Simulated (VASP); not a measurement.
Runs of VASP 6.6.1 on BP. The structure is that of space group I-42m (No. 121), or close to it. The cells are those of the table. 

```csv
task,cell,k mesh,cutoff (eV),smearing,gap on the mesh (eV),pressure (GPa),relaxed volume (Å³/atom),largest force (eV/Å)
relaxation of cell and atoms,"relaxed from a = 6.007 Å, angles 118.2, 118.2, 93.2°, 10 atoms",6 × 6 × 6,600,gaussian 0.02 eV,1.31,0.0,15.72,0.01
single point,"a = 6.007 Å, angles 118.2, 118.2, 93.2°, 10 atoms",4 × 4 × 4,520,gaussian 0.1 eV,1.31,0.0,-,0.02
single point,"a = 6.009 Å, angles 118.1, 118.1, 93.3°, 10 atoms",6 × 6 × 6,520,gaussian 0.02 eV,1.32,(a),-,0.01
single point,"a = 5.807 Å, angles 117.6, 117.6, 94.2°, 10 atoms",4 × 4 × 4,520,gaussian 0.1 eV,1.60,(b),-,3.60
relaxation of cell and atoms,"relaxed from a = 5.807 Å, angles 117.6, 117.6, 94.2°, 10 atoms",4 × 4 × 4,600,gaussian 0.1 eV,1.30,0.0,15.72,0.03
```

Alike in all rows: level PBE; potentials or basis VASP PAW PBE potentials, release 64 (B, P); no spin polarisation.

Q: Estimate the missing entries.

A: (a) -0.2; (b) 16.5.

Caveats: forces of over 1 eV/Å act on the atoms, so gaps and moduli don't describe the material at rest (some runs).

A k mesh can miss the band edges.
